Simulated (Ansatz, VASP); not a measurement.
# TiAl: VASP beside Ansatz

POSCAR

```
TiAl
1.0
    3.1557967816      0.0000000000      0.0000000000
    0.0000000000      3.1557967816      0.0000000000
    0.0000000000      0.0000000000      3.1557967816
Ti Al
1 1
Direct
    0.0000000000      0.0000000000      0.0000000000
    0.5000000000      0.5000000000      0.5000000000
```

Contents of INCAR.step1:

```
SYSTEM = TiAl
  PREC = Accurate
  ENCUT = 520
  EDIFF = 1E-5
  ISMEAR = 0
  SIGMA = 0.1
  LREAL = .FALSE.
  LASPH = .TRUE.
  NELM = 100
  ALGO = Normal
  ISIF = 2
  LWAVE = .TRUE.
  GGA = PE
  NBANDS = 14
```

Contents of INCAR.step2:

```
SYSTEM = TiAl
  PREC = Accurate
  ENCUT = 520
  EDIFF = 1E-6
  ISMEAR = 0
  SIGMA = 0.1
  LREAL = .FALSE.
  LASPH = .TRUE.
  NELM = 100
  ALGO = Normal
  ISIF = 2
  LWAVE = .FALSE.
  LCHARG = .TRUE.
  GGA = PE
  LHFCALC = .TRUE.
  HFSCREEN = 0.2079
  PRECFOCK = Normal
  LELF = .TRUE.
  LVHAR = .TRUE.
  ISTART = 1
  NBANDS = 14
```

KPOINTS

```
regular mesh
0
G
  6 6 6
  0 0 0
```

Input for Ansatz:

```yaml
crystal:
  lattice:
    - [3.1557967816, 0.0, 0.0]
    - [0.0, 3.1557967816, 0.0]
    - [0.0, 0.0, 3.1557967816]
  atoms:
    - { symbol: Ti, position: [0.0, 0.0, 0.0] }
    - { symbol: Al, position: [0.5, 0.5, 0.5] }
basis:
  ecutwfc: 420
kpoints:
  mp_grid: { grid: [6, 6, 6] }
hamiltonian:
  xc: hse06
  pseudopotentials: { kind: paw, azcp: { folder: soft_1 } }
scf:
  occupations: { method: gaussian, width: 0.1 }
output:
  forces: true
  stress: true
  eigenvalues: true
```

Alike in both runs: task single point; functional HSE06; k mesh 6 × 6 × 6; occupations gaussian, width 0.1 eV; no spin polarisation.

|  | VASP | Ansatz |
| --- | --- | --- |
| version | VASP 6.6.1 | Ansatz 0.2.0 |
| potentials or method | VASP PAW PBE potentials, release 64 (Ti_sv, Al), cutoff 520 eV | scalar-relativistic, plane waves, PAW |
| valence electrons in the cell | 15 | 15 |

```csv
,VASP,Ansatz,Ansatz less VASP
gap on the k mesh at the Fermi level (eV),none,none,-
pressure (GPa),0.4,0.6,+0.21
```

A gap of «none» marks a metal or a gap that the smearing closes. The functional is the same, so the differences come from potentials, cutoffs and numerics. Ansatz's warnings: filled band counts differ across k points, stress exchange threshold loose, stress scf threshold loose.
